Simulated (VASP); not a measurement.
Ti: single point with PBEsol

Crystal: Ti.

```
Ti
1.0
     2.96954    0.00000    0.00000
    -1.48477    2.57169    0.00000
     0.00000    0.00000    4.71099
Ti
2
Direct
  0.66667 0.33333 0.75000
  0.33333 0.66667 0.25000
```

This cell differs from its parent crystal: volume scaled by 1.02.

```yaml
Program: VASP 6.6.1
Task: single point
Functional: PBEsol
Potentials_or_basis: VASP PAW PBE potentials, release 64 (Ti_sv)
Cutoff: 520 eV
k_mesh: 10 × 10 × 6
Occupations: fermi-dirac, width 0.05 eV
Spin: no spin polarisation
```

```json
{
  "Pressure": "-7.7 GPa",
  "Band gap on the k mesh": "zero (band 12 reaches 8.60 eV, above the bottom of band 13 at 7.61 eV)"
}
```

Stress tensor (GPa, compression positive):
```
-7.57  0.00  0.00
 0.00 -7.57  0.00
 0.00  0.00 -8.08
```

Levels at points of the mesh, in eV from the Fermi level:
| k point | band 8 | band 9 | band 10 | band 11 | band 12 | band 13 | band 14 | band 15 | band 16 | band 17 |
| --- | --- | --- | --- | --- | --- | --- | --- | --- | --- | --- |
| (0.00, 0.00, 0.00) | -32.65 | -6.12 | -2.60 | 0.69 | 0.76 | 0.76 | 0.86 | 1.24 | 1.24 | 1.57 |
| (0.50, 0.00, 0.00) | -32.72 | -2.29 | -2.05 | -1.75 | -0.63 | 0.48 | 0.60 | 1.13 | 3.22 | 3.43 |
| (0.00, 0.00, 0.50) | -32.70 | -4.31 | -4.31 | 0.09 | 0.09 | 0.67 | 0.67 | 0.67 | 0.67 | 2.69 |
| (0.50, 0.00, 0.50) | -32.80 | -2.45 | -2.45 | -0.77 | -0.77 | 1.26 | 1.26 | 1.67 | 1.67 | 3.35 |

It took 20 s on 1 thread of Intel(R) Xeon(R) Platinum 8375C CPU @ 2.90GHz (Ice Lake), with other jobs on the host, peak memory 0.17 GiB.

Caveat: the PAW data sets were made with another functional, which shifts forces and pressure a little.
